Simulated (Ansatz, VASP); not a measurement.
## Be3CdS2 in VASP and in Ansatz

```
CELL_PARAMETERS angstrom
5.18524 0.00000 0.00000
0.00000 5.18524 0.00000
0.00000 0.00000 3.93018
ATOMIC_POSITIONS crystal
Be 0.00000 0.00000 0.00000
Be 0.00000 0.50000 0.50000
Be 0.50000 0.00000 0.50000
Cd 0.50000 0.50000 0.00000
S 0.00000 0.50000 0.00000
S 0.50000 0.00000 0.00000
```

Alike in both runs: functional PBE; k mesh 4 × 4 × 4; occupations gaussian, width 0.1 eV; no spin polarisation.

Ansatz relaxed the structure, and its values are those at the end. VASP's run is a single point on that final structure, the one shown.

|  | VASP | Ansatz |
| --- | --- | --- |
| version | VASP 6.6.1 | Ansatz 0.2.0 |
| potentials or method | VASP PAW PBE potentials, release 64 (Be, Cd_sv_GW, S), cutoff 630 eV | scalar-relativistic, plane waves, PAW |
| valence electrons in the cell | 38 | 38 |

|  | VASP | Ansatz | Ansatz less VASP |
| --- | --- | --- | --- |
| gap on the k mesh at the Fermi level (eV) | none | none | - |
| pressure (GPa) | 0.0 | 0.0 | +0.05 |

A gap of «none» marks a metal or a gap that the smearing closes. The functional is the same, so the differences come from potentials, cutoffs and numerics.

The k mesh is coarse, so the values compare programs but aren't converged.
